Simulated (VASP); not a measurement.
Set up this calculation in VASP 6.6.1, as the native input.

```
Task                   : electric field gradients
Functional             : PBEsol
Potentials or basis    : VASP PAW PBE potentials, release 64 (In_d, As)
Cutoff                 : 520 eV
k mesh                 : 10 × 10 × 10
Occupations            : fermi-dirac, width 0.08 eV
Spin                   : no spin polarisation
Dipole correction      : no
Further INCAR settings : ALGO = Normal; EDIFF = 1e-08; NBANDS = 16
```

The structure of InAs lies in POSCAR:

```
InAs
1.0
    0.0000000000      3.0240000000      3.0240000000
    3.0240000000      0.0000000000      3.0240000000
    3.0240000000      3.0240000000      0.0000000000
In As
1 1
Direct
    0.0000000000      0.0000000000      0.0000000000
    0.7500000000      0.7500000000      0.7500000000
```

One way to write it, as run:

INCAR

```
  ALGO = Normal
  EDIFF = 1E-8
  ENCUT = 520
  GGA = PS
  ISIF = 2
  ISMEAR = -1
  LASPH = T
  LCHARG = F
  LEFG = T
  LREAL = F
  LWAVE = F
  NBANDS = 16
  NELM = 100
  PREC = Accurate
  SIGMA = 0.08
```

KPOINTS

```
k-points
0
Gamma
  10 10 10
```

Potentials or basis: VASP PAW PBE potentials, release 64 (In_d, As).

The run is started by

```bash
$ cat potpaw_PBE.64/In_d/POTCAR potpaw_PBE.64/As/POTCAR > POTCAR
$ mpirun -np 1 vasp_std > vasp.out
```

It gave:

```yaml
Pressure: 1.2 GPa
Band_gap_on_the_k_mesh: zero (filled and empty bands touch)
```

Caveat: without QUAD_EFG the Cq values of the log hold for a quadrupole moment of 1 mb, not for the nuclei; the PAW data sets were made with another functional, which shifts forces and pressure a little; spin-orbit coupling is left out, which moves the levels of the heavy elements.

Wall time 77 s on 1 thread of Intel Xeon 8259CL, on a shared host, peak memory 0.2 GiB.
